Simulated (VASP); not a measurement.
Wanted: the native input for a VASP 6.6.1 run.

```yaml
Task: single point
Functional: PBE
Potentials_or_basis: VASP PAW PBE potentials, release 64 (Mo_sv)
Cutoff: 400 eV
k_mesh: 8 × 8 × 1
Occupations: methfessel-paxton, width 0.1 eV
Spin: no spin polarisation
Dipole_correction: yes
Further_INCAR_settings: ALGO = Normal; EDIFF = 1e-06; NBANDS = 66; NELMDL = -8
```

The structure of Mo lies in POSCAR:

```
Mo
1.0
    4.2272125009      0.0000000000      0.0000000000
    0.0000000000      4.2272125009      0.0000000000
    0.0000000000      0.0000000000     29.1035349734
Mo
8
Direct
    0.0000000000      0.0000000000      0.6048423956
    0.5000000000      0.5000000000      0.5883183126
    0.0000000000      0.5000000000      0.6525085679
    0.5000000000      0.0000000000      0.6525085679
    0.0000000000      0.0000000000      0.7114220676
    0.5000000000      0.5000000000      0.7117895405
    0.0000000000      0.5000000000      0.7631265252
    0.5000000000      0.0000000000      0.7631265252
```

The input as run:

INCAR

```
PREC     = Accurate       # precision mode
ENCUT    = 400            # plane-wave cutoff, eV
EDIFF    = 1E-6           # SCF threshold, eV
ISMEAR   = 1              # smearing method
SIGMA    = 0.1            # smearing width, eV
LREAL    = F              # projectors in reciprocal space
LASPH    = T              # aspherical terms in the spheres
NELM     = 120            # most SCF steps
ALGO     = Normal         # electronic algorithm
ISIF     = 2              # what is computed and relaxed
LWAVE    = F              # write WAVECAR
LCHARG   = F              # write CHGCAR
LDIPOL   = T            
IDIPOL   = 3            
DIPOL    = 0.5 0.5 0.681
GGA      = PE             # functional
NBANDS   = 66             # bands
GGA_COMPAT= F            
NELMDL   = -8
```

KPOINTS

```
regular mesh
0
Gamma
  8 8 1
```

Potentials or basis: VASP PAW PBE potentials, release 64 (Mo_sv).

The run is started by

```console
$ cat potpaw_PBE.64/Mo_sv/POTCAR > POTCAR
$ mpirun -np 1 vasp_std > vasp.out
```

Results of the run:

* Largest force: 2.012 eV/Å
* Band gap on the k mesh: zero (bands 56 and 57 overlap by 0.52 eV)

It took 13 min on 1 thread of Oxide Virtual Turin-like Processor, with other jobs on the host, peak memory 0.47 GiB.
